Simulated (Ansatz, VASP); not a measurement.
Two plane-wave programs on NiH6

```
Ni H
1.0
     3.64575    0.00000    0.00000
     0.00000    3.64575    0.00000
     0.00000    0.00000    3.64575
Ni H
1 6
Direct
  0.00000 0.00000 0.00000
  0.50000 0.50000 0.10642
  0.50000 0.50000 0.89358
  0.10642 0.50000 0.50000
  0.89358 0.50000 0.50000
  0.50000 0.10642 0.50000
  0.50000 0.89358 0.50000
```

Change from the starting cell: species swapped into the ErB6 type (Pm-3m, No. 221).

Alike in both runs: functional PBE; k mesh 10 × 10 × 10; occupations gaussian, width 0.1 eV; no spin polarisation.

Ansatz relaxed the structure, and its values are those at the end. VASP's run is a single point on that final structure, the one shown.

|  | VASP | Ansatz |
| --- | --- | --- |
| version | VASP 6.6.1 | Ansatz 0.2.0 |
| potentials or method | VASP PAW PBE potentials, release 64 (Ni, H), cutoff 520 eV | scalar-relativistic, plane waves, PAW |
| valence electrons in the cell | 16 | 24 |

|  | VASP | Ansatz | Ansatz less VASP |
| --- | --- | --- | --- |
| gap on the k mesh at the Fermi level (eV) | none | none | - |
| pressure (GPa) | -0.4 | 0.0 | +0.38 |
| rms of the force components (eV/Å) | 0.001 | 0.003 | +0.0018 |

A gap of «none» marks a metal or a gap that the smearing closes. With one functional, cell and mesh, what is left measures potentials, basis and numerics. VASP's potentials hold 16 valence electrons a cell and Ansatz's 24, so a difference there can come from the potentials and not from the codes.
